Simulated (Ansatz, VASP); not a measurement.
**Two plane-wave programs on ZnS**

```xyz
4
Lattice="3.6778 0.0000 0.0000 -1.8389 3.1851 0.0000 0.0000 0.0000 6.0385" Properties=species:S:1:pos:R:3 pbc="T T T"
Zn    0.0000    2.1234    0.0329
Zn    1.8389    1.0617    3.0521
S     0.0000    2.1234    2.2920
S     1.8389    1.0617    5.3112
```

Alike in both runs: task single point; functional PBEsol; k mesh 9 × 9 × 6; occupations gaussian, width 0.05 eV; no spin polarisation.

```csv
,VASP,Ansatz
version,VASP 6.6.1,Ansatz 0.2.0
potentials or method,"VASP PAW PBE potentials, release 64 (Zn, S), cutoff 520 eV","scalar-relativistic, plane waves, PAW"
valence electrons in the cell,36,36
```

|  | VASP | Ansatz | Ansatz less VASP |
| --- | --- | --- | --- |
| gap on the k mesh at the Fermi level (eV) | 2.55 | 2.53 | -0.012 |
| least direct gap on the mesh (eV) | 2.55 | 2.53 | -0.012 |
| pressure (GPa) | 8.2 | 7.9 | -0.28 |
| traceless stress, the component that is largest in VASP (GPa) | 0.11 | 0.09 | -0.011 |
| rms of the force components (eV/Å) | 0.014 | 0.014 | -0.0004 |

VASP's potentials were made for PBE, not for PBEsol. Atom by atom the forces differ by 0.000 eV/Å (rms over components).
